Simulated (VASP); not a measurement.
# Fe (I4/mmm) in VASP: a series of runs

Runs on Fe. Level: PBE. Tasks: single point.

Program: VASP 6.6.1. These are calculated values, not measurements. Logs are shortened: lines on timing, memory, paths and dates and some standing lists are left out, and cuts for length are marked.

## 1. The cell of the first run

It takes space group I4/mmm (No. 139, tetragonal). The conventional cell has a = 2.737 Å, b = 2.737 Å, c = 2.950 Å, α = 90.00°, β = 90.00°, γ = 90.00°. Within 3.2 Å of Fe (site symmetry 4/mmm) lie 14 Fe at 2.43 to 2.95 Å.

## 2. Single point, PBE, collinear spin, ferromagnetic start (volume 11.049 Å^3 an atom, c/a of the conventional cell 1.0776)

File INCAR:

```
ALGO = Normal ; EDIFF = 1E-6
ENCUT = 520 ; GGA = PE
ISIF = 2 ; ISMEAR = 0
ISPIN = 2 ; LASPH = T
LCHARG = F ; LMAXMIX = 4
LORBIT = 11 ; LREAL = F
LWAVE = F ; MAGMOM = 2.44
NBANDS = 14 ; NELM = 150
PREC = Accurate ; SIGMA = 0.15
```

File KPOINTS:

```
k-points
0
Gamma
  12 12 12
```

File POSCAR:

```
Fe
1.0
   -1.3685745718      1.3685745718      1.4747759585
    1.3685745718     -1.3685745718      1.4747759585
    1.3685745718      1.3685745718     -1.4747759585
Fe
1
Direct
    0.0000000000      0.0000000000      0.0000000000
```

Potentials or basis: VASP PAW PBE potentials, release 64 (Fe).

Command:

```sh
$ cat potpaw_PBE.64/Fe/POTCAR > POTCAR
$ mpirun -np 1 vasp_std > vasp.out
```

OUTCAR:

```text
EDIFF = 1E-6
   ENCUT = 520
   GGA = PE
   ISIF = 2
   ISMEAR = 0
   ISPIN = 2
   LASPH = T
   LORBIT = 11
   LREAL = F
   NELM = 150
   PREC = Accurate

 ion  position               nearest neighbor table
   1  0.000  0.000  0.000-

  LATTYP: Found a body centered tetragonal cell.
 ALAT       =     2.7371491436
 C/A-ratio  =     1.0775999999

  Lattice vectors:

 A1 = (  -1.3685745718,   1.3685745718,   1.4747759585)
 A2 = (   1.3685745718,  -1.3685745718,   1.4747759585)
 A3 = (   1.3685745718,   1.3685745718,  -1.4747759585)

Analysis of symmetry for initial positions (statically):
=====================================================================
 Subroutine PRICEL returns:
 Original cell was already a primitive cell.

 Routine SETGRP: Setting up the symmetry group for a
 body centered tetragonal supercell.

 Subroutine GETGRP returns: Found 16 space group operations
 (whereof 16 operations were pure point group operations)
 out of a pool of 16 trial point group operations.

The static configuration has the point symmetry D_4h.

Analysis of symmetry for dynamics (positions and initial velocities):
=====================================================================
 Subroutine PRICEL returns:
 Original cell was already a primitive cell.

 Routine SETGRP: Setting up the symmetry group for a
 body centered tetragonal supercell.

 Subroutine GETGRP returns: Found 16 space group operations
 (whereof 16 operations were pure point group operations)
 out of a pool of 16 trial point group operations.

The dynamic configuration has the point symmetry D_4h.

Analysis of structural, dynamic, and magnetic symmetry:
=====================================================================
 Subroutine PRICEL returns:
 Original cell was already a primitive cell.

 Routine SETGRP: Setting up the symmetry group for a
 body centered tetragonal supercell.

 Subroutine GETGRP returns: Found 16 space group operations
 (whereof 16 operations were pure point group operations)
 out of a pool of 16 trial point group operations.

The overall configuration has the point symmetry D_4h.

 Subroutine INISYM returns: Found 16 space group operations
 (whereof 16 operations are pure point group operations),
 and found     1 'primitive' translations

----------------------------------------------------------------------------------------

                                     Primitive cell

  volume of cell :      11.0490

  direct lattice vectors                    reciprocal lattice vectors
    -1.368574572  1.368574572  1.474775958     0.000000000  0.365343629  0.339034548
     1.368574572 -1.368574572  1.474775958     0.365343629  0.000000000  0.339034548
     1.368574572  1.368574572 -1.474775958     0.365343629  0.365343629  0.000000000

  length of vectors
     2.433301635  2.433301635  2.433301635     0.498417888  0.498417888  0.516673914

  position of ions in fractional coordinates (direct lattice)
     0.000000000  0.000000000  0.000000000

  ion indices of the primitive-cell ions
   primitive index   ion index
                 1           1

----------------------------------------------------------------------------------------

 KPOINTS: k-points

Automatic generation of k-mesh.
 Grid dimensions read from file:
 generate k-points for:   12   12   12

 Generating k-lattice:

  Cartesian coordinates                     Fractional coordinates (reciprocal lattice)
     0.000000000  0.030445302  0.028252879     0.083333333  0.000000000 -0.000000000
     0.030445302  0.000000000  0.028252879     0.000000000  0.083333333 -0.000000000
     0.030445302  0.030445302  0.000000000     0.000000000  0.000000000  0.083333333

  Length of vectors
     0.041534824  0.041534824  0.043056160

  Shift w.r.t. Gamma in fractional coordinates (k-lattice)
     0.000000000  0.000000000  0.000000000

 Subroutine IBZKPT returns following result:
 ===========================================

 Found    163 irreducible k-points:

 Following reciprocal coordinates:
            Coordinates               Weight
  0.000000  0.000000  0.000000      1.000000
  0.083333 -0.000000  0.000000      8.000000
  0.166667 -0.000000  0.000000      8.000000
  0.250000 -0.000000  0.000000      8.000000
  0.333333 -0.000000  0.000000      8.000000
  0.416667 -0.000000  0.000000      8.000000
[... 16 lines left out ...]
  0.500000  0.166667  0.000000     16.000000
 -0.416667  0.166667  0.000000     16.000000
 [... further k-points ...]
   k-points           NKPTS =    163   k-points in BZ     NKDIM =    163   number of bands    NBANDS=     14
   number of dos      NEDOS =    301   number of ions     NIONS =      1
   total plane-waves  NPLWV =   5832
   dimension x,y,z NGX =    18 NGY =   18 NGZ =   18
   dimension x,y,z NGXF=    36 NGYF=   36 NGZF=   36
   ions per type =               1
   NGX,Y,Z   is equivalent  to a cutoff of  12.30, 12.30, 12.30 a.u.
   NGXF,Y,Z  is equivalent  to a cutoff of  24.60, 24.60, 24.60 a.u.
 SYSTEM =  unknown system
   PREC   = accura    normal or accurate (medium, high low for compatibility)
   ISTART =      0    job   : 0-new  1-cont  2-samecut
   ICHARG =      2    charge: 1-file 2-atom 10-const
   ISPIN  =      2    spin polarized calculation?
   LNONCOLLINEAR =      F non collinear calculations
   LSORBIT =      F    spin-orbit coupling
   LASPH  =      T    aspherical Exc in radial PAW
   ENCUT  =  520.0 eV  38.22 Ry    6.18 a.u.   4.52  4.52  4.52*2*pi/ulx,y,z
   NELM   =    150;   NELMIN=  2; NELMDL= -5     # of ELM steps
   EDIFF  = 0.1E-05   stopping-criterion for ELM
   LREAL  =      F    real-space projection
[... 7 lines left out ...]
   TEBEG  =    0.0;   TEEND  =   0.0 temperature during run
   PSTRESS=    0.0 pullay stress
   NELECT =       8.0000    total number of electrons
   NUPDOWN=      -1.0000    fix difference up-down
   EMIN   =  10.00;   EMAX   =-10.00  energy-range for DOS
   EFERMI =   0.00;   METHOD = LEGACY
   ISMEAR =     0;   SIGMA  =   0.15  broadening in eV -4-tet -1-fermi 0-gaus
   EFERMI_NEDOS =   21; number of points for ismear=-14 and -15
   IALGO  =     38    algorithm
   IMIX   =      4    mixing-type and parameters
     AMIX     =   0.40;   BMIX     =  1.00
     AMIX_MAG =   1.60;   BMIX_MAG =  1.00
  volume/ion in A,a.u.               =      11.05        74.56
  Fermi-wavevector in a.u.,A,eV,Ry     =   1.470045  2.777981 29.402612  2.161031
  Thomas-Fermi vector in A             =   2.585349
   LORBIT       =     11    0 simple, 1 ext, 2 COOP (PROOUT), +10 PAW based schemes
   GGA     = PE    functional components
   LHFCALC =     F    Hartree Fock is set to
   AEXX    =    0.0000 exact exchange contribution
   IVDW    =     0    specifies the selected vdW correction
   LEPSILON=     F    determine dielectric tensor
   LRPA    =     F    only Hartree local field effects (RPA)
 spin polarized calculation
 Gauss-broadening in eV      SIGMA  =   0.15
  energy-cutoff  :      520.00
  volume of cell :       11.05
 maximum number of plane-waves:       313
   NGX =  9   NGY =  9   NGZ =  9

 number of electron       8.0000003 magnetization       2.1623635

 Free energy of the ion-electron system (eV)
  ---------------------------------------------------
  ext. energy  EPLUGINS =         0.00000000
  ---------------------------------------------------
  free energy    TOTEN  =        -8.22851718 eV

  energy without entropy =       -8.21732588  energy(sigma->0) =       -8.22292153

 E-fermi :   6.1319     XC(G=0): -13.2755

 val. band max:        6.1308777580   @ k =  -0.4167   0.4167   0.3333
 cond. band min:       6.1320338394   @ k =  -0.2500   0.3333   0.2500
 fundamental gap:      0.0011560815
 Fermi energy:         6.1318985253

 spin component 1

 k-point     1 :       0.0000    0.0000    0.0000
  band No.  band energies     occupation
      1      -2.4888      1.00000
      2       3.6602      1.00000
      3       3.6602      1.00000
      4       4.0300      1.00000
      5       4.7963      1.00000
      6       5.1719      1.00000
      7      30.3760      0.00000
      8      31.9214      0.00000
      9      31.9214      0.00000
     10      36.2411      0.00000
     11      37.2408      0.00000
     12      37.9567      0.00000
     13      38.3416      0.00000
     14      38.3416      0.00000

 k-point     2 :       0.0833   -0.0000    0.0000
  band No.  band energies     occupation
      1      -2.2025      1.00000
      2       3.6569      1.00000
      3       3.6822      1.00000
      4       4.0880      1.00000
      5       4.7504      1.00000
      6       5.1407      1.00000
      7      29.1947      0.00000
      8      30.9592      0.00000
      9      31.7261      0.00000
     10      35.4285      0.00000
     11      36.4683      0.00000
     12      36.9632      0.00000
     13      37.6867      0.00000
     14      40.1405      0.00000

 k-point     3 :       0.1667   -0.0000    0.0000
  band No.  band energies     occupation
      1      -1.3880      1.00000
      2       3.5581      1.00000
      3       3.6028      1.00000
      4       4.4490      1.00000
      5       4.6803      1.00000
      6       5.0970      1.00000
      7      25.7535      0.00000
      8      29.6521      0.00000
      9      31.2939      0.00000
     10      34.3138      0.00000
     11      34.7138      0.00000
     12      35.8202      0.00000
     13      39.2657      0.00000
     14      41.9901      0.00000
[... 324 lines left out ...]
 k-point    23 :       0.5000    0.1667    0.0000
  band No.  band energies     occupation
      1       1.6173      1.00000
      2       2.8311      1.00000
      3       3.7848      1.00000
      4       4.8606      1.00000
      5       5.6161      1.00000
      6       8.3188      0.00000
      7      15.1089      0.00000
      8      21.3853      0.00000
      9      26.3561      0.00000
     10      32.5851      0.00000
     11      36.1326      0.00000
     12      40.0307      0.00000
     13      46.2166      0.00000
     14      48.2990      0.00000

 k-point    24 :      -0.4167    0.1667    0.0000
  band No.  band energies     occupation
      1       1.3901      1.00000
      2       2.9330      1.00000
      3       3.3436      1.00000
      4       4.7481      1.00000
      5       5.4852      1.00000
      6       6.8265      0.00000
      7      18.3206      0.00000
      8      22.3835      0.00000
      9      27.0497      0.00000
     10      32.1462      0.00000
     11      35.8556      0.00000
     12      39.9890      0.00000
     13      43.7320      0.00000
     14      46.8398      0.00000

 [... further k-points ...]

 spin component 2

 k-point     1 :       0.0000    0.0000    0.0000
  band No.  band energies     occupation
      1      -2.3043      1.00000
      2       5.4759      1.00000
      3       5.4759      1.00000
      4       6.0291      0.83384
      5       7.4203      0.00000
      6       7.9981      0.00000
      7      30.1253      0.00000
      8      31.7415      0.00000
      9      31.7415      0.00000
     10      36.6111      0.00000
     11      37.2908      0.00000
     12      38.9819      0.00000
     13      38.9819      0.00000
     14      39.0271      0.00000

 k-point     2 :       0.0833   -0.0000    0.0000
  band No.  band energies     occupation
      1      -2.0163      1.00000
      2       5.4627      1.00000
      3       5.5046      1.00000
      4       6.0791      0.69057
      5       7.3568      0.00000
      6       7.9582      0.00000
      7      29.2163      0.00000
      8      30.8380      0.00000
      9      31.6459      0.00000
     10      35.9068      0.00000
     11      37.0325      0.00000
     12      37.7230      0.00000
     13      37.9787      0.00000
     14      40.8470      0.00000

 k-point     3 :       0.1667   -0.0000    0.0000
  band No.  band energies     occupation
      1      -1.1887      1.00000
      2       5.3796      1.00000
      3       5.3888      1.00000
      4       6.4331      0.00226
      5       7.2310      0.00000
      6       7.8964      0.00000
      7      26.1678      0.00000
      8      29.6265      0.00000
      9      31.4232      0.00000
     10      35.0692      0.00000
     11      35.2630      0.00000
     12      36.1980      0.00000
     13      39.5642      0.00000
     14      42.4986      0.00000
[... 324 lines left out ...]
 k-point    23 :       0.5000    0.1667    0.0000
  band No.  band energies     occupation
      1       2.7873      1.00000
      2       4.5280      1.00000
      3       5.0703      1.00000
      4       7.2806      0.00000
      5       8.1850      0.00000
      6       9.8821      0.00000
      7      16.1682      0.00000
      8      21.9594      0.00000
      9      26.8565      0.00000
     10      32.7985      0.00000
     11      36.4854      0.00000
     12      40.5339      0.00000
     13      46.5608      0.00000
     14      48.9758      0.00000

 k-point    24 :      -0.4167    0.1667    0.0000
  band No.  band energies     occupation
      1       2.0883      1.00000
      2       4.6337      1.00000
      3       4.8280      1.00000
      4       7.2120      0.00000
      5       8.1324      0.00000
      6       8.7091      0.00000
      7      19.1446      0.00000
      8      22.9493      0.00000
      9      27.6093      0.00000
     10      32.3116      0.00000
     11      36.2595      0.00000
     12      40.4801      0.00000
     13      44.1049      0.00000
     14      47.2373      0.00000

 [... further k-points ...]
[... 5 lines left out ...]
  --------------------------------------------------------------------------------------
  -------------------------------------------------------------------------------------
  Total        0.6248826      0.6248826      0.0416629      0.0000000     -0.0000000      0.0000000
  in kB       90.6120666     90.6120666      6.0413946      0.0000000     -0.0000000      0.0000000
  external PRESSURE =      62.4218426 kB  Pullay stress =       0.0000000 kB

 VOLUME and BASIS-vectors are now :
 -----------------------------------------------------------------------------
  energy-cutoff  :      520.00
  volume of cell :       11.05
      direct lattice vectors                 reciprocal lattice vectors
    -1.368574572  1.368574572  1.474775958     0.000000000  0.365343629  0.339034548
     1.368574572 -1.368574572  1.474775958     0.365343629  0.000000000  0.339034548
     1.368574572  1.368574572 -1.474775958     0.365343629  0.365343629  0.000000000

 POSITION                                       TOTAL-FORCE (eV/Angst)
 -----------------------------------------------------------------------------------
      0.00000      0.00000      0.00000        -0.000000      0.000000     -0.000000
 -----------------------------------------------------------------------------------
    total drift:                                0.000000     -0.000000      0.000000

  FREE ENERGIE OF THE ION-ELECTRON SYSTEM (eV)
  ---------------------------------------------------
  free  energy   TOTEN  =        -8.2285171804 eV

  energy  without entropy=       -8.2173258801  energy(sigma->0) =       -8.22292153

 total charge

# of ion       s       p       d       tot
------------------------------------------
    1        0.501   0.568   6.259   7.328

 magnetization (x)

# of ion       s       p       d       tot
------------------------------------------
    1       -0.012  -0.054   2.219   2.153
```

Run time: 85 s. Hardware: 1 thread of AMD EPYC, shared host; peak memory 0.12 GiB.

Results:

| Quantity | Value |
| --- | --- |
| Free energy | -8.2285 eV |
| Pressure | 6.2 GPa |
| Net moment | 2.16 μB per cell |
| Site moments | Fe +2.15 μB |
| Valence electrons inside the program's atomic spheres | Fe 7.33 |

Stress tensor (GPa, compression positive):
```
9.06 0.00 0.00
0.00 9.06 0.00
0.00 0.00 0.60
```

## 3. Single point, PBE, collinear spin, ferromagnetic start (volume 11.351 Å^3 an atom, c/a of the conventional cell 0.8612)

File INCAR:

```
SYSTEM = Fe
PREC = Accurate
ENCUT = 520
EDIFF = 1E-6
ISMEAR = 0
SIGMA = 0.15
LREAL = .FALSE.
LASPH = .TRUE.
NELM = 150
ALGO = Normal
ISIF = 2
LWAVE = .FALSE.
LCHARG = .FALSE.
ISPIN = 2
MAGMOM = 2.44
LORBIT = 11
LMAXMIX = 4
GGA = PE
NBANDS = 14
```

File KPOINTS:

```
regular mesh
0
G
  12 12 12
  0 0 0
```

File POSCAR:

```
Fe
1.0
   -1.4880799255      1.4880799255      1.2815344318
    1.4880799255     -1.4880799255      1.2815344318
    1.4880799255      1.4880799255     -1.2815344318
Fe
1
Direct
    0.0000000000      0.0000000000      0.0000000000
```

Potentials or basis: VASP PAW PBE potentials, release 64 (Fe).

Command:

```sh
$ cat potpaw_PBE.64/Fe/POTCAR > POTCAR
$ mpirun -np 1 vasp_std > vasp.out
```

Run time: 86 s. Hardware: 1 thread of AMD EPYC, shared host; peak memory 0.12 GiB.

It converged, with:

| Quantity | Value |
| --- | --- |
| Free energy | -8.1722 eV |
| Pressure | 3.3 GPa |
| Net moment | 2.25 μB per cell |
| Site moments | Fe +2.25 μB |
| Valence electrons inside the program's atomic spheres | Fe 7.28 |

Stress tensor (GPa, compression positive):
```
-3.85  0.00  0.00
 0.00 -3.85  0.00
 0.00  0.00 17.60
```

Levels at points of the mesh, in eV from the Fermi level:
Spin up:
```
           k point  band 3  band 4  band 5  band 6  band 7  band 8
(0.00, 0.00, 0.00)   -2.00   -2.00   -1.71   -0.86   23.42   23.42
(0.50, 0.00, 0.00)   -1.28   -0.31    0.28    0.99    7.96   17.40
(0.50, 0.50, 0.00)   -1.71   -1.28   -0.35    0.18    6.29   20.77
(0.50, 0.50, 0.50)   -0.05   -0.05    0.26    8.01    8.01   14.07
```
Spin down:
| k point | band 1 | band 2 | band 3 | band 4 | band 5 | band 6 |
| --- | --- | --- | --- | --- | --- | --- |
| (0.00, 0.00, 0.00) | -8.31 | -1.11 | 0.13 | 0.13 | 0.78 | 2.13 |
| (0.50, 0.00, 0.00) | -3.62 | -2.05 | 1.15 | 1.51 | 2.35 | 2.52 |
| (0.50, 0.50, 0.00) | -3.76 | -0.70 | -0.22 | 0.58 | 1.64 | 2.56 |
| (0.50, 0.50, 0.50) | -3.21 | -2.96 | 2.31 | 2.31 | 2.37 | 8.32 |
